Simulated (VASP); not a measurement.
# TiSi3O8 (Cmmm) in VASP: notebook

The runs below take TiSi3O8 through single point, with PBE, r2SCAN.

Program: VASP 6.6.1. These are calculated values, not measurements. Logs are shortened: lines on timing, memory, paths and dates and some standing lists are left out, and cuts for length are marked.

## Step 1: The cell of the first run

Symmetry: Cmmm, No. 65, orthorhombic system. Conventional cell: a = 6.011 Å, b = 6.115 Å, c = 5.504 Å, α = 90.00°, β = 90.00°, γ = 90.00°. Si (site symmetry mm2) has 6 O at 1.79 to 1.80 Å within 2.4 Å. Si (site symmetry mmm) has 6 O at 1.76 to 1.87 Å within 2.3 Å. Within 2.3 Å of O (site symmetry m) lie 2 Si at 1.76 to 1.80 Å and 1 Ti at 1.91 Å. O (site symmetry m2m) has 3 Si at 1.79 to 1.87 Å and 1 O at 2.38 Å within 2.4 Å. O (site symmetry m2m) has 2 Si at 1.79 Å and 1 Ti at 1.95 Å and 1 O at 2.22 Å within 2.4 Å. Ti (site symmetry mmm) has 6 O at 1.91 to 1.95 Å within 2.5 Å.

## Step 2: Single point, PBE

The input, INCAR:

```
SYSTEM = TiSi3O8
PREC = Accurate ; ENCUT = 520
EDIFF = 1E-7 ; ISMEAR = -1
SIGMA = 0.02 ; LREAL = .FALSE.
LASPH = .TRUE. ; NELM = 100
ALGO = Normal ; ISIF = 2
LWAVE = .FALSE. ; LCHARG = .FALSE.
GGA = PE ; NBANDS = 48
```

The input, KPOINTS:

```
regular mesh
0
G
  6 6 6
  0 0 0
```

The input, POSCAR:

```
TiSi3O8
1.0
    3.0057089983     -3.0576623161      0.0000000000
    3.0057089983      3.0576623161      0.0000000000
    0.0000000000      0.0000000000      5.5039123261
Si O Ti
3 8 1
Direct
    0.5000000000      0.5000000000      0.2440767519
    0.0000000000      0.0000000000      0.0000000000
    0.5000000000      0.5000000000      0.7559232481
    0.2009396499      0.2009396499      0.2320322478
    0.7990603501      0.7990603501      0.2320322478
    0.6945066164      0.3054933836      0.0000000000
    0.3054933836      0.6945066164      0.0000000000
    0.2009396499      0.2009396499      0.7679677522
    0.7990603501      0.7990603501      0.7679677522
    0.6815453683      0.3184546317      0.5000000000
    0.3184546317      0.6815453683      0.5000000000
    0.0000000000      0.0000000000      0.5000000000
```

Potentials or basis: VASP PAW PBE potentials, release 64 (Si, O, Ti_sv).

Started as:

```
cat potpaw_PBE.64/Si/POTCAR potpaw_PBE.64/O/POTCAR potpaw_PBE.64/Ti_sv/POTCAR > POTCAR
mpirun -np 1 vasp_std > vasp.out
```

OUTCAR:

```text
SYSTEM = TiSi3O8
   PREC = Accurate
   ENCUT = 520
   EDIFF = 1E-7
   ISMEAR = -1
   LREAL = .FALSE.
   LASPH = .TRUE.
   NELM = 100
   ISIF = 2
   GGA = PE

 ion  position               nearest neighbor table
   1  0.500  0.500  0.244-  10 1.79  11 1.79   6 1.79   7 1.79   4 1.80   5 1.80   3 2.69   3 2.82

   2  0.000  0.000  0.000-   4 1.76   5 1.76   8 1.76   9 1.76   6 1.87   7 1.87  12 2.75  12 2.75

   3  0.500  0.500  0.756-  10 1.79  11 1.79   6 1.79   7 1.79   8 1.80   9 1.80   1 2.69   1 2.82

   4  0.201  0.201  0.232-   2 1.76   1 1.80  12 1.91
   5  0.799  0.799  0.232-   2 1.76   1 1.80  12 1.91
   6  0.695  0.305  0.000-   1 1.79   3 1.79   2 1.87
   7  0.305  0.695  0.000-   1 1.79   3 1.79   2 1.87
   8  0.201  0.201  0.768-   2 1.76   3 1.80  12 1.91
   9  0.799  0.799  0.768-   2 1.76   3 1.80  12 1.91
  10  0.682  0.318  0.500-   1 1.79   3 1.79  12 1.95
  11  0.318  0.682  0.500-   1 1.79   3 1.79  12 1.95
  12  0.000  0.000  0.500-   4 1.91   5 1.91   8 1.91   9 1.91  10 1.95  11 1.95   2 2.75   2 2.75

  LATTYP: Found a base centered orthorhombic cell.
 ALAT       =     6.0114179966
 B/A-ratio  =     1.0172848795
 C/A-ratio  =     0.9155763797

  Lattice vectors:

 A1 = (   3.0057089983,  -3.0576623161,   0.0000000000)
 A2 = (   3.0057089983,   3.0576623161,   0.0000000000)
 A3 = (   0.0000000000,   0.0000000000,   5.5039123261)

Analysis of symmetry for initial positions (statically):
=====================================================================
 Subroutine PRICEL returns:
 Original cell was already a primitive cell.

 Routine SETGRP: Setting up the symmetry group for a
 base centered orthorhombic supercell.

 Subroutine GETGRP returns: Found  8 space group operations
 (whereof  8 operations were pure point group operations)
 out of a pool of  8 trial point group operations.

The static configuration has the point symmetry D_2h.

Analysis of symmetry for dynamics (positions and initial velocities):
=====================================================================
 Subroutine PRICEL returns:
 Original cell was already a primitive cell.

 Routine SETGRP: Setting up the symmetry group for a
 base centered orthorhombic supercell.

 Subroutine GETGRP returns: Found  8 space group operations
 (whereof  8 operations were pure point group operations)
 out of a pool of  8 trial point group operations.

The dynamic configuration has the point symmetry D_2h.

 Subroutine INISYM returns: Found  8 space group operations
 (whereof  8 operations are pure point group operations),
 and found     1 'primitive' translations

----------------------------------------------------------------------------------------

                                     Primitive cell

  volume of cell :     101.1668

  direct lattice vectors                    reciprocal lattice vectors
     3.005708998 -3.057662316  0.000000000     0.166350103 -0.163523617  0.000000000
     3.005708998  3.057662316  0.000000000     0.166350103  0.163523617  0.000000000
     0.000000000  0.000000000  5.503912326     0.000000000  0.000000000  0.181688941

  length of vectors
     4.287608357  4.287608357  5.503912326     0.233264506  0.233264506  0.181688941

  position of ions in fractional coordinates (direct lattice)
     0.500000000  0.500000000  0.244076752
     0.000000000  0.000000000  0.000000000
     0.500000000  0.500000000  0.755923248
     0.200939650  0.200939650  0.232032248
     0.799060350  0.799060350  0.232032248
     0.694506616  0.305493384  0.000000000
     0.305493384  0.694506616  0.000000000
     0.200939650  0.200939650  0.767967752
     0.799060350  0.799060350  0.767967752
     0.681545368  0.318454632  0.500000000
     0.318454632  0.681545368  0.500000000
     0.000000000  0.000000000  0.500000000

  ion indices of the primitive-cell ions
   primitive index   ion index
                 1           1
                 2           2
                 3           3
                 4           4
                 5           5
                 6           6
                 7           7
                 8           8
                 9           9
                10          10
                11          11
                12          12

----------------------------------------------------------------------------------------

 KPOINTS: regular mesh

Automatic generation of k-mesh.
 Grid dimensions read from file:
 generate k-points for:    6    6    6

 Generating k-lattice:

  Cartesian coordinates                     Fractional coordinates (reciprocal lattice)
     0.027725017 -0.027253936  0.000000000     0.166666667 -0.000000000  0.000000000
     0.027725017  0.027253936  0.000000000    -0.000000000  0.166666667  0.000000000
     0.000000000  0.000000000  0.030281490     0.000000000  0.000000000  0.166666667

  Length of vectors
     0.038877418  0.038877418  0.030281490

  Shift w.r.t. Gamma in fractional coordinates (k-lattice)
     0.000000000  0.000000000  0.000000000

 Subroutine IBZKPT returns following result:
 ===========================================

 Found     52 irreducible k-points:

 Following reciprocal coordinates:
            Coordinates               Weight
  0.000000  0.000000  0.000000      1.000000
  0.166667  0.000000  0.000000      4.000000
  0.333333  0.000000  0.000000      4.000000
  0.500000  0.000000  0.000000      2.000000
  0.166667  0.166667  0.000000      2.000000
  0.333333  0.166667  0.000000      4.000000
[... 16 lines left out ...]
  0.333333  0.333333  0.166667      4.000000
  0.500000  0.333333  0.166667      8.000000
 [... further k-points ...]
   k-points           NKPTS =     52   k-points in BZ     NKDIM =     52   number of bands    NBANDS=     48
   number of dos      NEDOS =    301   number of ions     NIONS =     12
   total plane-waves  NPLWV =  43008
   dimension x,y,z NGX =    32 NGY =   32 NGZ =   42
   dimension x,y,z NGXF=    64 NGYF=   64 NGZF=   84
   ions per type =               3   8   1
   NGX,Y,Z   is equivalent  to a cutoff of  12.41, 12.41, 12.69 a.u.
   NGXF,Y,Z  is equivalent  to a cutoff of  24.82, 24.82, 25.37 a.u.
 SYSTEM =  TiSi3O8
   PREC   = accura    normal or accurate (medium, high low for compatibility)
   ISTART =      0    job   : 0-new  1-cont  2-samecut
   ICHARG =      2    charge: 1-file 2-atom 10-const
   ISPIN  =      1    spin polarized calculation?
   LNONCOLLINEAR =      F non collinear calculations
   LSORBIT =      F    spin-orbit coupling
   LASPH  =      T    aspherical Exc in radial PAW
   ENCUT  =  520.0 eV  38.22 Ry    6.18 a.u.   7.97  7.97 10.23*2*pi/ulx,y,z
   NELM   =    100;   NELMIN=  2; NELMDL= -5     # of ELM steps
   EDIFF  = 0.1E-06   stopping-criterion for ELM
   LREAL  =      F    real-space projection
   EDIFFG = 0.1E-05   stopping-criterion for IOM
   NSW    =      0    number of steps for IOM
   IBRION =     -1    ionic relax: 0-MD 1-quasi-New 2-CG
   NFREE  =      0    steps in history (QN), initial steepest desc. (CG)
   ISIF   =      2    stress and relaxation
   ISYM   =      2    0-nonsym 1-usesym 2-fastsym
   POTIM  = 0.5000    time-step for ionic-motion
   TEBEG  =    0.0;   TEEND  =   0.0 temperature during run
   PSTRESS=    0.0 pullay stress
   NELECT =      72.0000    total number of electrons
   NUPDOWN=      -1.0000    fix difference up-down
   EMIN   =  10.00;   EMAX   =-10.00  energy-range for DOS
   EFERMI =   0.00;   METHOD = LEGACY
   ISMEAR =    -1;   SIGMA  =   0.02  broadening in eV -4-tet -1-fermi 0-gaus
   EFERMI_NEDOS =   21; number of points for ismear=-14 and -15
   IALGO  =     38    algorithm
   IMIX   =      4    mixing-type and parameters
     AMIX     =   0.40;   BMIX     =  1.00
     AMIX_MAG =   1.60;   BMIX_MAG =  1.00
  volume/ion in A,a.u.               =       8.43        56.89
  Fermi-wavevector in a.u.,A,eV,Ry     =   1.461638  2.762094 29.067272  2.136384
  Thomas-Fermi vector in A             =   2.577946
   LORBIT       =      0    0 simple, 1 ext, 2 COOP (PROOUT), +10 PAW based schemes
   GGA     = PE    functional components
   LHFCALC =     F    Hartree Fock is set to
   AEXX    =    0.0000 exact exchange contribution
   IVDW    =     0    specifies the selected vdW correction
   LEPSILON=     F    determine dielectric tensor
   LRPA    =     F    only Hartree local field effects (RPA)
 non-spin polarized calculation
  energy-cutoff  :      520.00
  volume of cell :      101.17
 maximum number of plane-waves:      2748
   NGX = 15   NGY = 15   NGZ = 21

 number of electron      72.0000004 magnetization

 Free energy of the ion-electron system (eV)
  ---------------------------------------------------
  ext. energy  EPLUGINS =         0.00000000
  ---------------------------------------------------
  free energy    TOTEN  =       -95.45552668 eV

  energy without entropy =      -95.45552668  energy(sigma->0) =      -95.45552668

 E-fermi :   7.7759     XC(G=0): -12.0232

 val. band max:        7.2690313876   @ k =   0.0000   0.0000   0.0000
 cond. band min:       9.0309795978   @ k =   0.0000   0.0000   0.0000
 fundamental gap:      1.7619482103
 Fermi energy:         7.7758519349

 k-point     1 :       0.0000    0.0000    0.0000
  band No.  band energies     occupation
      1     -49.9961      2.00000
      2     -26.4792      2.00000
      3     -26.3085      2.00000
      4     -26.1468      2.00000
      5     -14.2559      2.00000
      6     -12.0566      2.00000
[... 40 lines left out ...]
     47      18.0719      0.00000
     48      18.9555      0.00000
[... 1171 lines left out ...]
     47      18.3042      0.00000
     48      18.5690      0.00000

 [... further k-points ...]

------------------------ aborting loop because EDIFF is reached ----------------------------------------

  FORCE on cell =-STRESS in cart. coord.  units (eV):
  Direction    XX          YY          ZZ          XY          YZ          ZX
  --------------------------------------------------------------------------------------
  -------------------------------------------------------------------------------------
  Total        5.3278704      5.0117347      5.9343577     -0.0000000      0.0000000      0.0000000
  in kB       84.3774280     79.3707895     93.9823595     -0.0000000      0.0000000      0.0000000
  external PRESSURE =      85.9101924 kB  Pullay stress =       0.0000000 kB

 VOLUME and BASIS-vectors are now :
 -----------------------------------------------------------------------------
  energy-cutoff  :      520.00
  volume of cell :      101.17
      direct lattice vectors                 reciprocal lattice vectors
     3.005708998 -3.057662316  0.000000000     0.166350103 -0.163523617  0.000000000
     3.005708998  3.057662316  0.000000000     0.166350103  0.163523617  0.000000000
     0.000000000  0.000000000  5.503912326     0.000000000  0.000000000  0.181688941

 POSITION                                       TOTAL-FORCE (eV/Angst)
 -----------------------------------------------------------------------------------
      3.00571      0.00000      1.34338         0.000000     -0.000000      0.053827
      0.00000      0.00000      0.00000         0.000000     -0.000000      0.000000
      3.00571      0.00000      4.16054         0.000000     -0.000000     -0.053827
      1.20793      0.00000      1.27709         0.052384     -0.000000      0.043278
      4.80349      0.00000      1.27709        -0.052384     -0.000000      0.043278
      3.00571     -1.18947      0.00000         0.000000     -0.136173      0.000000
      3.00571      1.18947      0.00000         0.000000      0.136173     -0.000000
      1.20793      0.00000      4.22683         0.052384     -0.000000     -0.043278
      4.80349      0.00000      4.22683        -0.052384     -0.000000     -0.043278
      3.00571     -1.11021      2.75196         0.000000     -0.121464      0.000000
      3.00571      1.11021      2.75196         0.000000      0.121464      0.000000
      0.00000      0.00000      2.75196         0.000000     -0.000000      0.000000
 -----------------------------------------------------------------------------------
    total drift:                               -0.000000      0.000000     -0.000000

  FREE ENERGIE OF THE ION-ELECTRON SYSTEM (eV)
  ---------------------------------------------------
  free  energy   TOTEN  =       -95.4555266828 eV

  energy  without entropy=      -95.4555266828  energy(sigma->0) =      -95.45552668
```

Wall time 4 min (1 thread of AMD EPYC 9R45 (Zen 5), shared host); peak memory 0.29 GiB.

What came out:

```
Free energy            : -95.4555 eV
Pressure               : 8.6 GPa
Largest force          : 0.136 eV/Å
Band gap on the k mesh : 1.76 eV, direct
```

Forces in eV/Å, atoms in the order of the input:
```
Si   0.000  0.000  0.054
Si   0.000  0.000  0.000
Si   0.000  0.000 -0.054
O    0.052  0.000  0.043
O   -0.052  0.000  0.043
O    0.000 -0.136  0.000
O    0.000  0.136  0.000
O    0.052  0.000 -0.043
O   -0.052  0.000 -0.043
O    0.000 -0.121  0.000
O    0.000  0.121  0.000
Ti   0.000  0.000  0.000
```

A k mesh can miss the band edges. PBE gaps usually lie below the measured ones, often by a third to a half.

## Step 3: Single point, r2SCAN

POSCAR is that of step 2.

The input, INCAR.step1:

```
SYSTEM = TiSi3O8
ALGO = Normal
EDIFF = 1E-4
ENCUT = 520
GGA = PE
ISMEAR = 0
LASPH = .True.
LCHARG = .False.
LREAL = .False.
LWAVE = .True.
NBANDS = 48
NELM = 60
PREC = Accurate
SIGMA = 0.01
```

The input, INCAR.step2:

```
SYSTEM = TiSi3O8
ALGO = Normal
EDIFF = 1E-7
ENCUT = 520
ISIF = 2
ISMEAR = 0
ISTART = 1
LASPH = .True.
LCHARG = .False.
LMIXTAU = .True.
LREAL = .False.
LWAVE = .False.
METAGGA = R2SCAN
NBANDS = 48
NELM = 60
PREC = Accurate
SIGMA = 0.01
```

The input, KPOINTS:

```
k-points
0
Gamma
  6 6 6
  0 0 0
```

Potentials or basis: VASP PAW PBE potentials, release 64 (Si, O, Ti_sv).

Started as:

```
cat potpaw_PBE.64/Si/POTCAR potpaw_PBE.64/O/POTCAR potpaw_PBE.64/Ti_sv/POTCAR > POTCAR
cp INCAR.step1 INCAR
mpirun -np 1 vasp_std > vasp.out
cp INCAR.step2 INCAR
mpirun -np 1 vasp_std > vasp.out
```

OUTCAR:

```text
SYSTEM = TiSi3O8
   EDIFF = 1E-7
   ENCUT = 520
   ISIF = 2
   ISMEAR = 0
   ISTART = 1
   LASPH = .True.
   LREAL = .False.
   METAGGA = R2SCAN
   NELM = 60
   PREC = Accurate

 ion  position               nearest neighbor table
   1  0.500  0.500  0.244-  10 1.79  11 1.79   6 1.79   7 1.79   4 1.80   5 1.80   3 2.69   3 2.82

   2  0.000  0.000  0.000-   4 1.76   5 1.76   8 1.76   9 1.76   6 1.87   7 1.87  12 2.75  12 2.75

   3  0.500  0.500  0.756-  10 1.79  11 1.79   6 1.79   7 1.79   8 1.80   9 1.80   1 2.69   1 2.82

   4  0.201  0.201  0.232-   2 1.76   1 1.80  12 1.91
   5  0.799  0.799  0.232-   2 1.76   1 1.80  12 1.91
   6  0.695  0.305  0.000-   1 1.79   3 1.79   2 1.87
[... 1457 lines left out ...]
  energy-cutoff  :      520.00
  volume of cell :      101.17
      direct lattice vectors                 reciprocal lattice vectors
     3.005708998 -3.057662316  0.000000000     0.166350103 -0.163523617  0.000000000
     3.005708998  3.057662316  0.000000000     0.166350103  0.163523617  0.000000000
     0.000000000  0.000000000  5.503912326     0.000000000  0.000000000  0.181688941

 POSITION                                       TOTAL-FORCE (eV/Angst)
 -----------------------------------------------------------------------------------
      3.00571      0.00000      1.34338        -0.000000     -0.000000      0.004730
      0.00000      0.00000      0.00000        -0.000000     -0.000000      0.000000
      3.00571      0.00000      4.16054        -0.000000     -0.000000     -0.004730
      1.20793      0.00000      1.27709         0.053489     -0.000000     -0.036262
      4.80349      0.00000      1.27709        -0.053489     -0.000000     -0.036262
      3.00571     -1.18947      0.00000        -0.000000     -0.022240      0.000000
      3.00571      1.18947      0.00000        -0.000000      0.022240     -0.000000
      1.20793      0.00000      4.22683         0.053489     -0.000000      0.036262
      4.80349      0.00000      4.22683        -0.053489     -0.000000      0.036262
      3.00571     -1.11021      2.75196        -0.000000      0.040845      0.000000
      3.00571      1.11021      2.75196        -0.000000     -0.040845     -0.000000
      0.00000      0.00000      2.75196        -0.000000      0.000000      0.000000
 -----------------------------------------------------------------------------------
    total drift:                               -0.000000      0.000000     -0.000000

  FREE ENERGIE OF THE ION-ELECTRON SYSTEM (eV)
  ---------------------------------------------------
  free  energy   TOTEN  =      -122.2205778264 eV

  energy  without entropy=     -122.2205778264  energy(sigma->0) =     -122.22057783
```

Wall time 14 min (1 thread of AMD EPYC 9R45 (Zen 5), shared host); peak memory 0.3 GiB.

Results:

- Free energy: -122.2206 eV
- Pressure: 0.7 GPa
- Largest force: 0.065 eV/Å
- Band gap on the k mesh: 2.25 eV, direct

Forces on the atoms (eV/Å):
```
Si   0.000  0.000  0.005
Si   0.000  0.000  0.000
Si   0.000  0.000 -0.005
O    0.053  0.000 -0.036
O   -0.053  0.000 -0.036
O    0.000 -0.022  0.000
O    0.000  0.022  0.000
O    0.053  0.000  0.036
O   -0.053  0.000  0.036
O    0.000  0.041  0.000
O    0.000 -0.041  0.000
Ti   0.000  0.000  0.000
```

Levels at points of the mesh, in eV from the valence-band top:
| k point | band 32 | band 33 | band 34 | band 35 | band 36 | band 37 | band 38 | band 39 | band 40 | band 41 |
| --- | --- | --- | --- | --- | --- | --- | --- | --- | --- | --- |
| (0.00, 0.00, 0.00) | -2.19 | -1.64 | -0.78 | -0.70 | 0.00 | 2.25 | 3.38 | 3.43 | 5.47 | 6.12 |
| (0.50, 0.00, 0.00) | -2.14 | -1.72 | -1.59 | -1.12 | -0.88 | 2.46 | 3.02 | 3.05 | 6.35 | 6.39 |
| (0.50, 0.50, 0.00) | -1.90 | -1.84 | -1.68 | -1.37 | -1.04 | 2.29 | 3.08 | 3.22 | 5.38 | 6.33 |
| (0.00, 0.00, 0.50) | -1.59 | -1.35 | -1.19 | -1.01 | -0.49 | 2.65 | 3.30 | 3.39 | 5.56 | 5.82 |
| (0.50, 0.00, 0.50) | -1.84 | -1.50 | -1.36 | -1.33 | -0.91 | 2.75 | 3.04 | 3.18 | 5.80 | 6.51 |
| (0.50, 0.50, 0.50) | -1.88 | -1.88 | -1.57 | -1.51 | -1.41 | 2.82 | 2.88 | 3.34 | 5.52 | 5.97 |

Caveat: the PAW data sets were made with another functional, which shifts forces and pressure a little. A k mesh can miss the band edges.
